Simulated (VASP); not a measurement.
# InAs (Fm-3m) in VASP: a series of runs

Runs on InAs. Level: r2SCAN+rVV10. Tasks: single point.

Everything below comes from runs of VASP 6.6.1. Logs are shortened: lines on timing, memory, paths and dates and some standing lists are left out, and cuts for length are marked.

## (1) The cell of the first run

It takes space group Fm-3m (No. 225, cubic). Conventional cell: a = 5.755 Å, b = 5.755 Å, c = 5.755 Å, α = 90.00°, β = 90.00°, γ = 90.00°. Within 3.8 Å of In (site symmetry m-3m) lie 6 As at 2.88 Å. Within 3.8 Å of As (site symmetry m-3m) lie 6 In at 2.88 Å.

## (2) Single point, r2SCAN+rVV10

POSCAR

```
InAs
1.0
    0.0000000000      2.8773040000      2.8773040000
    2.8773040000      0.0000000000      2.8773040000
    2.8773040000      2.8773040000      0.0000000000
In As
1 1
Direct
    0.5000000000      0.5000000000      0.5000000000
    0.0000000000      0.0000000000      0.0000000000
```

INCAR.step1

```
SYSTEM = InAs
ALGO = Normal
EDIFF = 1E-5
ENCUT = 550
GGA = PE
GGA_COMPAT = .False.
ISMEAR = 0
LASPH = .True.
LCHARG = .False.
LREAL = .False.
LWAVE = .True.
NBANDS = 16
NELM = 120
PREC = Accurate
SIGMA = 0.1
```

INCAR.step2

```
SYSTEM = InAs
ALGO = Normal
BPARAM = 11.95
CPARAM = 0.0093
EDIFF = 1E-6
ENCUT = 550
GGA_COMPAT = .False.
ISIF = 2
ISMEAR = 0
ISTART = 1
IVDW_NL = 2
LASPH = .True.
LCHARG = .True.
LELF = .True.
LMIXTAU = .True.
LREAL = .False.
LUSE_VDW = .True.
LVHAR = .True.
LWAVE = .False.
METAGGA = R2SCAN
NBANDS = 16
NELM = 120
PREC = Accurate
SIGMA = 0.1
```

KPOINTS

```
k-points
0
Gamma
  6 6 6
  0 0 0
```

Potentials or basis: VASP PAW PBE potentials, release 64 (In_d, As).

Command:

```sh
> cat potpaw_PBE.64/In_d/POTCAR potpaw_PBE.64/As/POTCAR > POTCAR
> cp INCAR.step1 INCAR
> mpirun -np 1 vasp_std > vasp.out
> cp INCAR.step2 INCAR
> mpirun -np 1 vasp_std > vasp.out
```

OUTCAR:

```text
SYSTEM = InAs
   BPARAM = 11.95
   EDIFF = 1E-6
   ENCUT = 550
   ISIF = 2
   ISMEAR = 0
   ISTART = 1
   IVDW_NL = 2
   LASPH = .True.
   LREAL = .False.
   METAGGA = R2SCAN
   NELM = 120
   PREC = Accurate

 ion  position               nearest neighbor table
   1  0.500  0.500  0.500-   2 2.88   2 2.88   2 2.88   2 2.88   2 2.88   2 2.88
   2  0.000  0.000  0.000-   1 2.88   1 2.88   1 2.88   1 2.88   1 2.88   1 2.88

  LATTYP: Found a face centered cubic cell.
 ALAT       =     5.7546080000

  Lattice vectors:

 A1 = (   0.0000000000,   2.8773040000,   2.8773040000)
 A2 = (   2.8773040000,   0.0000000000,   2.8773040000)
 A3 = (   2.8773040000,   2.8773040000,   0.0000000000)

Analysis of symmetry for initial positions (statically):
=====================================================================
 Subroutine PRICEL returns:
 Original cell was already a primitive cell.

 Routine SETGRP: Setting up the symmetry group for a
 face centered cubic supercell.

 Subroutine GETGRP returns: Found 48 space group operations
 (whereof 48 operations were pure point group operations)
 out of a pool of 48 trial point group operations.

The static configuration has the point symmetry O_h .

Analysis of symmetry for dynamics (positions and initial velocities):
=====================================================================
 Subroutine PRICEL returns:
 Original cell was already a primitive cell.

 Routine SETGRP: Setting up the symmetry group for a
 face centered cubic supercell.

 Subroutine GETGRP returns: Found 48 space group operations
 (whereof 48 operations were pure point group operations)
 out of a pool of 48 trial point group operations.

The dynamic configuration has the point symmetry O_h .

 Subroutine INISYM returns: Found 48 space group operations
 (whereof 48 operations are pure point group operations),
 and found     1 'primitive' translations

----------------------------------------------------------------------------------------

                                     Primitive cell

  volume of cell :      47.6417

  direct lattice vectors                    reciprocal lattice vectors
     0.000000000  2.877304000  2.877304000    -0.173773783  0.173773783  0.173773783
     2.877304000  0.000000000  2.877304000     0.173773783 -0.173773783  0.173773783
     2.877304000  2.877304000  0.000000000     0.173773783  0.173773783 -0.173773783

  length of vectors
     4.069122340  4.069122340  4.069122340     0.300985021  0.300985021  0.300985021

[... 72 lines left out ...]
   LREAL  =      F    real-space projection
   EDIFFG = 0.1E-04   stopping-criterion for IOM
   NSW    =      0    number of steps for IOM
   IBRION =     -1    ionic relax: 0-MD 1-quasi-New 2-CG
   NFREE  =      0    steps in history (QN), initial steepest desc. (CG)
   ISIF   =      2    stress and relaxation
   ISYM   =      2    0-nonsym 1-usesym 2-fastsym
   POTIM  = 0.5000    time-step for ionic-motion
   TEBEG  =    0.0;   TEEND  =   0.0 temperature during run
   PSTRESS=    0.0 pullay stress
   NELECT =      18.0000    total number of electrons
   NUPDOWN=      -1.0000    fix difference up-down
   EMIN   =  10.00;   EMAX   =-10.00  energy-range for DOS
   EFERMI =   0.00;   METHOD = LEGACY
   ISMEAR =     0;   SIGMA  =   0.10  broadening in eV -4-tet -1-fermi 0-gaus
   EFERMI_NEDOS =   21; number of points for ismear=-14 and -15
   IALGO  =     38    algorithm
   IMIX   =      4    mixing-type and parameters
     AMIX     =   0.40;   BMIX     =  1.00
     AMIX_MAG =   1.60;   BMIX_MAG =  1.00
  volume/ion in A,a.u.               =      23.82       160.75
  Fermi-wavevector in a.u.,A,eV,Ry     =   1.183505  2.236499 19.057448  1.400683
  Thomas-Fermi vector in A             =   2.319738
   LORBIT       =      0    0 simple, 1 ext, 2 COOP (PROOUT), +10 PAW based schemes
   METAGGA = R2SCAN    functional components
   LHFCALC =     F    Hartree Fock is set to
   AEXX    =    0.0000 exact exchange contribution
   IVDW_NL    =     2    kernel type
   BPARAM     =11.9500
   IVDW    =     0    specifies the selected vdW correction
   LEPSILON=     F    determine dielectric tensor
   LRPA    =     F    only Hartree local field effects (RPA)
 non-spin polarized calculation
 Gauss-broadening in eV      SIGMA  =   0.10
  energy-cutoff  :      550.00
  volume of cell :       47.64
 maximum number of plane-waves:      1411
   NGX = 15   NGY = 15   NGZ = 15

 number of electron      17.9999993 magnetization

 Free energy of the ion-electron system (eV)
  ---------------------------------------------------
  ext. energy  EPLUGINS =         0.00000000
  ---------------------------------------------------
  free energy    TOTEN  =       -37.13967268 eV

  energy without entropy =      -37.12999562  energy(sigma->0) =      -37.13483415

 E-fermi :   5.7281     XC(G=0): -10.7069

 val. band max:        5.7241438733   @ k =   0.3333   0.0000   0.0000
 cond. band min:       5.8783404098   @ k =   0.5000   0.0000   0.0000
 fundamental gap:      0.1541965365
 Fermi energy:         5.7280692208

 k-point     1 :       0.0000    0.0000    0.0000
  band No.  band energies     occupation
      1      -9.0766      2.00000
      2      -9.0766      2.00000
      3      -9.0433      2.00000
      4      -9.0433      2.00000
      5      -9.0433      2.00000
      6      -6.8440      2.00000
[... 281 lines left out ...]
      3      -9.0531      2.00000
      4      -8.9952      2.00000
      5      -8.9635      2.00000
      6      -4.1704      2.00000
[... 8 lines left out ...]
     15      18.1062      0.00000
     16      20.6168      0.00000

------------------------ aborting loop because EDIFF is reached ----------------------------------------

  FORCE on cell =-STRESS in cart. coord.  units (eV):
  Direction    XX          YY          ZZ          XY          YZ          ZX
  --------------------------------------------------------------------------------------
  -------------------------------------------------------------------------------------
  Total       -0.8503148     -0.8503148     -0.8503148     -0.0000000     -0.0000000      0.0000000
  in kB      -28.5958557    -28.5958557    -28.5958557     -0.0000000     -0.0000000      0.0000000
  external PRESSURE =     -28.5958557 kB  Pullay stress =       0.0000000 kB

 VOLUME and BASIS-vectors are now :
 -----------------------------------------------------------------------------
  energy-cutoff  :      550.00
  volume of cell :       47.64
      direct lattice vectors                 reciprocal lattice vectors
     0.000000000  2.877304000  2.877304000    -0.173773783  0.173773783  0.173773783
     2.877304000  0.000000000  2.877304000     0.173773783 -0.173773783  0.173773783
     2.877304000  2.877304000  0.000000000     0.173773783  0.173773783 -0.173773783

 POSITION                                       TOTAL-FORCE (eV/Angst)
 -----------------------------------------------------------------------------------
      2.87730      2.87730      2.87730        -0.000000      0.000000      0.000000
      0.00000      0.00000      0.00000         0.000000     -0.000000     -0.000000
 -----------------------------------------------------------------------------------
    total drift:                               -0.000000     -0.000000      0.000000

  FREE ENERGIE OF THE ION-ELECTRON SYSTEM (eV)
  ---------------------------------------------------
  free  energy   TOTEN  =       -37.1396726845 eV

  energy  without entropy=      -37.1299956168  energy(sigma->0) =      -37.13483415
```

OSZICAR.step1:

```text
N       E                     dE             d eps       ncg     rms          rms(c)
DAV:   1     0.106677786450E+03    0.10668E+03   -0.92159E+03   512   0.139E+03
DAV:   2    -0.996968010329E+00   -0.10767E+03   -0.10410E+03   560   0.307E+02
DAV:   3    -0.737400069582E+01   -0.63770E+01   -0.63130E+01   664   0.685E+01
DAV:   4    -0.750749292311E+01   -0.13349E+00   -0.13345E+00   592   0.109E+01
DAV:   5    -0.751333410921E+01   -0.58412E-02   -0.58408E-02   768   0.209E+00    0.363E+00
DAV:   6    -0.735901490037E+01    0.15432E+00   -0.25240E-01   720   0.851E+00    0.194E+00
DAV:   7    -0.734836514256E+01    0.10650E-01   -0.64878E-02   784   0.258E+00    0.555E-01
DAV:   8    -0.734861300203E+01   -0.24786E-03   -0.55760E-03   688   0.989E-01    0.137E-01
DAV:   9    -0.734877752430E+01   -0.16452E-03   -0.53299E-04   696   0.286E-01    0.762E-02
DAV:  10    -0.734877421110E+01    0.33132E-05   -0.27442E-05   632   0.439E-02
   1 F= -.73487742E+01 E0= -.73439929E+01  d E =-.956261E-02
```

Run time: 44 s. Hardware: 1 thread of Intel Xeon 6975P-C (Granite Rapids), shared host; peak memory 0.32 GiB.

What came out:

```yaml
Free_energy: -37.1397 eV
Pressure: -2.9 GPa
Band_gap_on_the_k_mesh: zero (bands 9 and 10 overlap by 2.67 eV)
```

Levels at points of the mesh, in eV from the Fermi level:
```csv
k point,band 5,band 6,band 7,band 8,band 9,band 10,band 11,band 12,band 13,band 14
"(0.00, 0.00, 0.00)",-14.77,-12.57,-0.25,-0.25,-0.25,-0.22,7.62,7.62,7.62,8.04
"(0.50, 0.00, 0.00)",-14.72,-10.84,-6.66,0.15,0.15,2.57,3.57,3.57,4.84,11.41
"(0.50, 0.50, 0.00)",-14.69,-9.90,-4.84,-2.77,-2.33,-2.33,4.26,9.86,9.86,10.79
```

Caveat: the PAW data sets were made with another functional, which shifts forces and pressure a little; spin-orbit coupling is left out, which moves the levels of the heavy elements.

## (3) Single point, r2SCAN+rVV10

This run uses another cell than the first one, of 20.00 Å³/atom.

POSCAR

```
InAs
1.0
    0.0000000000      2.7142261205      2.7142261205
    2.7142261205      0.0000000000      2.7142261205
    2.7142261205      2.7142261205      0.0000000000
In As
1 1
Direct
    0.5000000000      0.5000000000      0.5000000000
    0.0000000000      0.0000000000      0.0000000000
```

INCAR.step1

```
SYSTEM = InAs
PREC = Accurate
ENCUT = 550
ISMEAR = 0
SIGMA = 0.1
LREAL = .False.
LASPH = .True.
NELM = 120
NBANDS = 16
GGA = PE
ALGO = Normal
EDIFF = 1E-5
LWAVE = .True.
LCHARG = .False.
GGA_COMPAT = .False.
```

INCAR.step2

```
SYSTEM = InAs
PREC = Accurate
ENCUT = 550
EDIFF = 1E-6
ISMEAR = 0
SIGMA = 0.1
LREAL = .False.
LASPH = .True.
NELM = 120
ALGO = Normal
ISIF = 2
LWAVE = .False.
LCHARG = .False.
METAGGA = R2SCAN
LMIXTAU = .True.
LUSE_VDW = .True.
IVDW_NL = 2
BPARAM = 11.95
CPARAM = 0.0093
NBANDS = 16
ISTART = 1
GGA_COMPAT = .False.
```

KPOINTS

```
regular mesh
0
Gamma
  12 12 12
  0 0 0
```

Potentials or basis: VASP PAW PBE potentials, release 64 (In_d, As).

Command:

```sh
> cat potpaw_PBE.64/In_d/POTCAR potpaw_PBE.64/As/POTCAR > POTCAR
> cp INCAR.step1 INCAR
> mpirun -np 1 vasp_std > vasp.out
> cp INCAR.step2 INCAR
> mpirun -np 1 vasp_std > vasp.out
```

Wall time 2.2 min (1 thread of Intel Xeon 6975P-C (Granite Rapids), shared host); peak memory 0.32 GiB.

Results (log left out):

```yaml
Free_energy: -36.9407 eV
Pressure: 13.0 GPa
Band_gap_on_the_k_mesh: zero (bands 9 and 10 overlap by 3.04 eV)
```

Levels at points of the mesh, in eV from the Fermi level:
```tsv
k point	band 7	band 8	band 9	band 10	band 11	band 12
(0.00, 0.00, 0.00)	-0.41	-0.41	-0.41	1.20	7.72	7.72
(0.50, 0.00, 0.00)	-7.75	0.17	0.17	2.70	3.56	3.56
(0.50, 0.50, 0.00)	-6.07	-3.00	-3.00	-2.65	3.90	11.39
```

Caveat: the cell stands under pressure; the PAW data sets were made with another functional, which shifts forces and pressure a little; spin-orbit coupling is left out, which moves the levels of the heavy elements.
